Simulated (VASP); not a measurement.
Input of a VASP 6.6.1 run:

The input INCAR:

```
SYSTEM = W6Cl
PREC = Accurate ; ENCUT = 520
EDIFF = 1E-7 ; ISMEAR = 0
SIGMA = 0.2 ; LREAL = .FALSE.
LASPH = .TRUE. ; NELM = 100
ALGO = Normal ; ISIF = 2
LWAVE = .FALSE. ; LCHARG = .FALSE.
GGA = PE ; NBANDS = 54
```

The input KPOINTS:

```
Automatic mesh
0
G
  5 4 2
  0 0 0
```

Contents of POSCAR:

```
W6Cl
1.0
    3.1212696369      0.0000000000      0.0000000000
    0.0000000000      4.4796608653      0.0000000000
    0.0000000000      0.0000000000      9.1406485794
W Cl
6 1
Direct
    0.0000000000      0.0000000000      0.0000000000
    0.5000000000      0.0000000000      0.7590129266
    0.5000000000      0.0000000000      0.2409870734
    0.5000000000      0.5000000000      0.0000000000
    0.0000000000      0.5000000000      0.2403899797
    0.0000000000      0.5000000000      0.7596100203
    0.0000000000      0.0000000000      0.5000000000
```

Potentials or basis: VASP PAW PBE potentials, release 64 (W_sv, Cl).

The run is started by

```bash
$ cat potpaw_PBE.64/W_sv/POTCAR potpaw_PBE.64/Cl/POTCAR > POTCAR
$ mpirun -np 1 vasp_std > vasp.out
```

(1) Estimate the largest force.

(2) Predict the pressure.

Results:

(1) 0.015 eV/Å.

(2) 0.5 GPa.

Caveat: the k points lie up to 0.40 Å⁻¹ apart; an odd number of electrons without spin polarisation forces a metal; a magnetic or distorted state may lie lower.
